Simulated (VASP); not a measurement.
# Ca3Y (P1) in VASP: further runs

Runs on Ca3Y. Level: LDA. Tasks: single point.

Everything below comes from runs of VASP 6.6.1. Logs are shortened: lines on timing, memory, paths and dates and some standing lists are left out, and cuts for length are marked.

## (1) The cell of the first run

The typed cell holds 4 atoms: a = 6.004 Å, b = 6.004 Å, c = 6.004 Å, α = 60.00°, β = 60.00°, γ = 60.00°.

## (2) Single point, LDA

File INCAR:

```
SYSTEM = Ca3Y
PREC = Accurate ; ENCUT = 520
EDIFF = 1E-6 ; ISMEAR = 1
SIGMA = 0.1 ; LREAL = .False.
LASPH = .True. ; NELM = 100
ALGO = Normal ; ISIF = 2
LWAVE = .False. ; LCHARG = .False.
GGA = CA ; NBANDS = 28
```

File KPOINTS:

```
regular mesh
0
Gamma
  4 4 4
  0 0 0
```

File POSCAR:

```
Ca3Y
1.0
    0.0000000000      4.2455650000      4.2455650000
    4.2455650000      0.0000000000      4.2455650000
    4.2455650000      4.2455650000      0.0000000000
Ca Y
3 1
Direct
    0.2453843443      0.2530513622      0.2518579982
    0.7444337499      0.7517492618      0.7474342115
    0.4939917501      0.5060753212      0.4969245454
   -0.0100885407      0.0116951172     -0.0012707325
```

Potentials or basis: VASP PAW LDA potentials, release 64 (Ca_sv, Y_sv).

Launch:

```sh
> cat potpaw_LDA.64/Ca_sv/POTCAR potpaw_LDA.64/Y_sv/POTCAR > POTCAR
> mpirun -np 1 vasp_std > vasp.out
```

OUTCAR:

```text
SYSTEM = Ca3Y
   PREC = Accurate
   ENCUT = 520
   EDIFF = 1E-6
   ISMEAR = 1
   LREAL = .False.
   LASPH = .True.
   NELM = 100
   ISIF = 2
   GGA = CA

 ion  position               nearest neighbor table
   1  0.245  0.253  0.252-   4 3.65   4 3.66   4 3.68   4 3.72
   2  0.744  0.752  0.747-   4 3.63   4 3.67   4 3.70   4 3.71
   3  0.494  0.506  0.497-
   4  0.990  0.012  0.999-   2 3.63   1 3.65   1 3.66   2 3.67   1 3.68   2 3.70   2 3.71   1 3.72

  LATTYP: Found a face centered cubic cell.
 ALAT       =     8.4911300000

  Lattice vectors:

 A1 = (   0.0000000000,   4.2455650000,   4.2455650000)
 A2 = (   4.2455650000,   0.0000000000,   4.2455650000)
 A3 = (   4.2455650000,   4.2455650000,   0.0000000000)

Analysis of symmetry for initial positions (statically):
=====================================================================
 Subroutine PRICEL returns:
 Original cell was already a primitive cell.

 Routine SETGRP: Setting up the symmetry group for a
 face centered cubic supercell.

 Subroutine GETGRP returns: Found  1 space group operations
 (whereof  1 operations were pure point group operations)
 out of a pool of 48 trial point group operations.

The static configuration has the point symmetry C_1 .

Analysis of symmetry for dynamics (positions and initial velocities):
=====================================================================
 Subroutine PRICEL returns:
 Original cell was already a primitive cell.

 Routine SETGRP: Setting up the symmetry group for a
 face centered cubic supercell.

 Subroutine GETGRP returns: Found  1 space group operations
 (whereof  1 operations were pure point group operations)
 out of a pool of 48 trial point group operations.

The dynamic configuration has the point symmetry C_1 .

 Subroutine INISYM returns: Found  1 space group operations
 (whereof  1 operations are pure point group operations),
 and found     1 'primitive' translations

----------------------------------------------------------------------------------------

                                     Primitive cell

  volume of cell :     153.0511

  direct lattice vectors                    reciprocal lattice vectors
     0.000000000  4.245565000  4.245565000    -0.117769955  0.117769955  0.117769955
     4.245565000  0.000000000  4.245565000     0.117769955 -0.117769955  0.117769955
     4.245565000  4.245565000  0.000000000     0.117769955  0.117769955 -0.117769955

  length of vectors
     6.004135603  6.004135603  6.004135603     0.203983546  0.203983546  0.203983546

  position of ions in fractional coordinates (direct lattice)
     0.245384344  0.253051362  0.251857998
     0.744433750  0.751749262  0.747434211
     0.493991750  0.506075321  0.496924545
     0.989911459  0.011695117  0.998729268

  ion indices of the primitive-cell ions
   primitive index   ion index
                 1           1
                 2           2
                 3           3
                 4           4

----------------------------------------------------------------------------------------

 KPOINTS: regular mesh

Automatic generation of k-mesh.
 Grid dimensions read from file:
 generate k-points for:    4    4    4

 Generating k-lattice:

  Cartesian coordinates                     Fractional coordinates (reciprocal lattice)
    -0.029442489  0.029442489  0.029442489     0.250000000  0.000000000  0.000000000
     0.029442489 -0.029442489  0.029442489     0.000000000  0.250000000  0.000000000
     0.029442489  0.029442489 -0.029442489     0.000000000  0.000000000  0.250000000

  Length of vectors
     0.050995887  0.050995887  0.050995887

  Shift w.r.t. Gamma in fractional coordinates (k-lattice)
     0.000000000  0.000000000  0.000000000

 Subroutine IBZKPT returns following result:
 ===========================================

 Found     36 irreducible k-points:

 Following reciprocal coordinates:
            Coordinates               Weight
  0.000000  0.000000  0.000000      1.000000
  0.250000  0.000000  0.000000      2.000000
  0.000000  0.250000  0.000000      2.000000
  0.000000  0.000000  0.250000      2.000000
  0.250000  0.250000  0.250000      2.000000
  0.500000  0.000000  0.000000      1.000000
[... 16 lines left out ...]
  0.250000  0.500000  0.500000      2.000000
  0.500000  0.000000  0.250000      2.000000
 [... further k-points ...]
   k-points           NKPTS =     36   k-points in BZ     NKDIM =     36   number of bands    NBANDS=     28
   number of dos      NEDOS =    301   number of ions     NIONS =      4
   total plane-waves  NPLWV = 110592
   dimension x,y,z NGX =    48 NGY =   48 NGZ =   48
   dimension x,y,z NGXF=    96 NGYF=   96 NGZF=   96
   ions per type =               3   1
   NGX,Y,Z   is equivalent  to a cutoff of  13.29, 13.29, 13.29 a.u.
   NGXF,Y,Z  is equivalent  to a cutoff of  26.58, 26.58, 26.58 a.u.
 SYSTEM =  Ca3Y
   PREC   = accura    normal or accurate (medium, high low for compatibility)
   ISTART =      0    job   : 0-new  1-cont  2-samecut
   ICHARG =      2    charge: 1-file 2-atom 10-const
   ISPIN  =      1    spin polarized calculation?
   LNONCOLLINEAR =      F non collinear calculations
   LSORBIT =      F    spin-orbit coupling
   LASPH  =      T    aspherical Exc in radial PAW
   ENCUT  =  520.0 eV  38.22 Ry    6.18 a.u.  11.16 11.16 11.16*2*pi/ulx,y,z
   NELM   =    100;   NELMIN=  2; NELMDL= -5     # of ELM steps
   EDIFF  = 0.1E-05   stopping-criterion for ELM
   LREAL  =      F    real-space projection
   EDIFFG = 0.1E-04   stopping-criterion for IOM
   NSW    =      0    number of steps for IOM
   IBRION =     -1    ionic relax: 0-MD 1-quasi-New 2-CG
   NFREE  =      0    steps in history (QN), initial steepest desc. (CG)
   ISIF   =      2    stress and relaxation
   ISYM   =      2    0-nonsym 1-usesym 2-fastsym
   POTIM  = 0.5000    time-step for ionic-motion
   TEBEG  =    0.0;   TEEND  =   0.0 temperature during run
   PSTRESS=    0.0 pullay stress
   NELECT =      41.0000    total number of electrons
   NUPDOWN=      -1.0000    fix difference up-down
   EMIN   =  10.00;   EMAX   =-10.00  energy-range for DOS
   EFERMI =   0.00;   METHOD = LEGACY
   ISMEAR =     1;   SIGMA  =   0.10  broadening in eV -4-tet -1-fermi 0-gaus
   EFERMI_NEDOS =   21; number of points for ismear=-14 and -15
   IALGO  =     38    algorithm
   IMIX   =      4    mixing-type and parameters
     AMIX     =   0.40;   BMIX     =  1.00
     AMIX_MAG =   1.60;   BMIX_MAG =  1.00
  volume/ion in A,a.u.               =      38.26       258.21
  Fermi-wavevector in a.u.,A,eV,Ry     =   1.055336  1.994295 15.153263  1.113733
  Thomas-Fermi vector in A             =   2.190530
   LORBIT       =      0    0 simple, 1 ext, 2 COOP (PROOUT), +10 PAW based schemes
   GGA     = CA    functional components
   LHFCALC =     F    Hartree Fock is set to
   AEXX    =    0.0000 exact exchange contribution
   IVDW    =     0    specifies the selected vdW correction
   LEPSILON=     F    determine dielectric tensor
   LRPA    =     F    only Hartree local field effects (RPA)
 non-spin polarized calculation
 Methfessel and Paxton  Order N= 1 SIGMA  =   0.10
  energy-cutoff  :      520.00
  volume of cell :      153.05
 maximum number of plane-waves:      4156
 NGX is ok and might be reduce to    48
   NGX = 23   NGY = 23   NGZ = 23

 number of electron      41.0000002 magnetization

 Free energy of the ion-electron system (eV)
  ---------------------------------------------------
  ext. energy  EPLUGINS =         0.00000000
  ---------------------------------------------------
  free energy    TOTEN  =       -12.96564990 eV

  energy without entropy =      -12.95098852  energy(sigma->0) =      -12.96076277

 E-fermi :   2.1937     XC(G=0):  -8.4819

 val. band max:        2.1714006601   @ k =   0.0000   0.2500   0.2500
 cond. band min:       2.1987924309   @ k =   0.5000   0.2500   0.5000
 fundamental gap:      0.0273917708
 Fermi energy:         2.1937135685

 k-point     1 :       0.0000    0.0000    0.0000
  band No.  band energies     occupation
      1     -41.0577      2.00000
      2     -39.0760      2.00000
      3     -38.9364      2.00000
      4     -38.9334      2.00000
      5     -21.1409      2.00000
      6     -21.1387      2.00000
[... 20 lines left out ...]
     27       4.3777      0.00000
     28       4.3854      0.00000

 k-point     2 :       0.2500    0.0000    0.0000
  band No.  band energies     occupation
      1     -41.0577      2.00000
      2     -39.0754      2.00000
      3     -38.9364      2.00000
      4     -38.9341      2.00000
      5     -21.1419      2.00000
      6     -21.1393      2.00000
[... 20 lines left out ...]
     27       4.0941     -0.00000
     28       4.3666      0.00000

 k-point     3 :       0.0000    0.2500    0.0000
  band No.  band energies     occupation
      1     -41.0577      2.00000
      2     -39.0754      2.00000
      3     -38.9364      2.00000
      4     -38.9341      2.00000
      5     -21.1418      2.00000
      6     -21.1392      2.00000
[... 20 lines left out ...]
     27       4.0959     -0.00000
     28       4.3662      0.00000

 k-point     4 :       0.0000    0.0000    0.2500
  band No.  band energies     occupation
      1     -41.0577      2.00000
      2     -39.0754      2.00000
      3     -38.9364      2.00000
      4     -38.9341      2.00000
      5     -21.1419      2.00000
      6     -21.1398      2.00000
[... 578 lines left out ...]
     27       3.8464     -0.00000
     28       3.8798     -0.00000

 k-point    23 :       0.2500    0.5000    0.5000
  band No.  band energies     occupation
      1     -41.0576      2.00000
      2     -39.0745      2.00000
      3     -38.9363      2.00000
      4     -38.9352      2.00000
      5     -21.1435      2.00000
      6     -21.1419      2.00000
[... 20 lines left out ...]
     27       3.8367     -0.00000
     28       3.8709     -0.00000

 k-point    24 :       0.5000    0.0000    0.2500
  band No.  band energies     occupation
      1     -41.0576      2.00000
      2     -39.0745      2.00000
      3     -38.9362      2.00000
      4     -38.9352      2.00000
      5     -21.1443      2.00000
      6     -21.1409      2.00000
[... 20 lines left out ...]
     27       3.8337     -0.00000
     28       3.8784     -0.00000

 [... further k-points ...]

------------------------ aborting loop because EDIFF is reached ----------------------------------------

  FORCE on cell =-STRESS in cart. coord.  units (eV):
  Direction    XX          YY          ZZ          XY          YZ          ZX
  --------------------------------------------------------------------------------------
  -------------------------------------------------------------------------------------
  Total       -2.2010229     -2.2031119     -2.2026062      0.0000645      0.0060410      0.0113500
  in kB      -23.0408590    -23.0627269    -23.0574328      0.0006755      0.0632387      0.1188149
  external PRESSURE =     -23.0536729 kB  Pullay stress =       0.0000000 kB

 VOLUME and BASIS-vectors are now :
 -----------------------------------------------------------------------------
  energy-cutoff  :      520.00
  volume of cell :      153.05
      direct lattice vectors                 reciprocal lattice vectors
     0.000000000  4.245565000  4.245565000    -0.117769955  0.117769955  0.117769955
     4.245565000  0.000000000  4.245565000     0.117769955 -0.117769955  0.117769955
     4.245565000  4.245565000  0.000000000     0.117769955  0.117769955 -0.117769955

 POSITION                                       TOTAL-FORCE (eV/Angst)
 -----------------------------------------------------------------------------------
      2.14363      2.11107      2.11614         0.020184     -0.068072      0.022494
      6.36488      6.33382      6.35214         0.070190     -0.023457      0.044109
      4.25830      4.20700      4.24585        -0.011768      0.033755     -0.025533
      4.28982      8.44290      4.25239        -0.078606      0.057774     -0.041069
 -----------------------------------------------------------------------------------
    total drift:                               -0.000015     -0.000130      0.000169

  FREE ENERGIE OF THE ION-ELECTRON SYSTEM (eV)
  ---------------------------------------------------
  free  energy   TOTEN  =       -12.9656498971 eV

  energy  without entropy=      -12.9509885179  energy(sigma->0) =      -12.96076277
```

Run time: 4.2 min. Hardware: 1 thread of AMD EPYC 7R43 (Zen 3), shared host; peak memory 0.3 GiB.

What came out:

```yaml
Free_energy: -12.9656 eV
Pressure: -2.3 GPa
Largest_force: 0.106 eV/Å
```

Forces in eV/Å, atoms in the order of the input:
```
Ca   0.020 -0.068  0.022
Ca   0.070 -0.023  0.044
Ca  -0.012  0.034 -0.026
Y   -0.079  0.058 -0.041
```

## (3) Single point, LDA

File INCAR:

```
SYSTEM = Ca3Y
PREC     = Accurate       ! precision mode
ENCUT    = 520            ! plane-wave cutoff, eV
EDIFF    = 1E-6           ! SCF threshold, eV
ISMEAR   = 1              ! smearing method
SIGMA    = 0.1            ! smearing width, eV
LREAL    = .False.        ! projectors in reciprocal space
LASPH    = .True.         ! aspherical terms in the spheres
NELM     = 80             ! most SCF steps
ALGO     = Normal         ! electronic algorithm
ISIF     = 2              ! what is computed and relaxed
LWAVE    = .False.        ! write WAVECAR
LCHARG   = .False.        ! write CHGCAR
NBANDS   = 28             ! bands
```

File KPOINTS:

```
Automatic mesh
0
Gamma
  4 4 4
  0 0 0
```

File POSCAR:

```
Ca3Y
1.0
    0.0000000000      4.2455650000      4.2455650000
    4.2455650000      0.0000000000      4.2455650000
    4.2455650000      4.2455650000      0.0000000000
Ca Y
3 1
Direct
    0.2449455057      0.2538475677      0.2495746308
    0.7445830421      0.7526078193      0.7490606031
    0.4926542607      0.5074182067      0.4980709829
   -0.0084616228      0.0086976297     -0.0017601493
```

Potentials or basis: VASP PAW LDA potentials, release 64 (Ca_sv, Y_sv).

Launch:

```sh
> cat potpaw_LDA.64/Ca_sv/POTCAR potpaw_LDA.64/Y_sv/POTCAR > POTCAR
> mpirun -np 1 vasp_std > vasp.out
```

It took 4.1 min on 1 thread of AMD EPYC 7R43 (Zen 3), shared host; peak memory 0.31 GiB.

It converged, with:

* Free energy: -12.9678 eV
* Pressure: -2.3 GPa
* Largest force: 0.063 eV/Å

Forces in eV/Å, atoms in the order of the input:
```
Ca   0.027 -0.040  0.013
Ca   0.043 -0.033  0.028
Ca  -0.028  0.031 -0.019
Y   -0.042  0.042 -0.022
```

Levels at points of the mesh, in eV from the Fermi level:
```csv
k point,band 17,band 18,band 19,band 20,band 21,band 22,band 23,band 24
"(0.00, 0.00, 0.00)",-4.28,-0.41,-0.41,-0.08,-0.08,-0.08,0.48,0.48
"(0.50, 0.00, 0.00)",-2.67,-2.40,-0.22,-0.22,0.25,0.27,0.27,0.68
"(0.00, 0.50, 0.00)",-2.67,-2.40,-0.22,-0.22,0.25,0.26,0.27,0.68
"(0.00, 0.00, 0.50)",-2.67,-2.40,-0.22,-0.22,0.25,0.26,0.27,0.68
"(0.50, 0.50, 0.50)",-2.67,-2.40,-0.22,-0.22,0.26,0.27,0.27,0.69
"(0.50, 0.50, 0.00)",-2.18,-1.92,-1.25,-1.18,0.26,0.26,0.78,0.79
"(0.00, 0.50, 0.50)",-2.18,-1.92,-1.25,-1.18,0.26,0.26,0.78,0.79
"(0.50, 0.00, 0.50)",-2.18,-1.92,-1.25,-1.18,0.26,0.26,0.78,0.79
```
